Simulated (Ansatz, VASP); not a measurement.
# Na2C3 in VASP and in Ansatz

```
Na C
1.0
     5.47173    0.00000    0.00000
    -2.73586    4.73866    0.00000
     0.00000    0.00000    5.49089
Na C
2 3
Direct
  0.33333 0.66667 0.51664
  0.66667 0.33333 0.48336
  0.15027 0.00000 0.50000
  0.00000 0.15027 0.50000
  0.84973 0.84973 0.50000
```

Alike in both runs: functional PBE; k mesh 6 × 6 × 6; occupations gaussian, width 0.02 eV; no spin polarisation.

Ansatz relaxed the structure, and its values are those at the end. VASP's run is a single point on that final structure, the one shown.

|  | VASP | Ansatz |
| --- | --- | --- |
| version | VASP 6.6.1 | Ansatz 0.2.0 |
| potentials or method | VASP PAW PBE potentials, release 64 (Na_pv, C), cutoff 520 eV | scalar-relativistic, plane waves, PAW |
| valence electrons in the cell | 26 | 30 |

|  | VASP | Ansatz | Ansatz less VASP |
| --- | --- | --- | --- |
| gap on the k mesh at the Fermi level (eV) | 2.45 | 2.46 | +0.006 |
| least direct gap on the mesh (eV) | 2.45 | 2.46 | +0.006 |
| pressure (GPa) | 0.2 | 0.0 | -0.17 |
| rms of the force components (eV/Å) | 0.074 | 0.002 | -0.0717 |

VASP's potentials hold 26 valence electrons a cell and Ansatz's 30, so a difference there can come from the potentials and not from the codes.
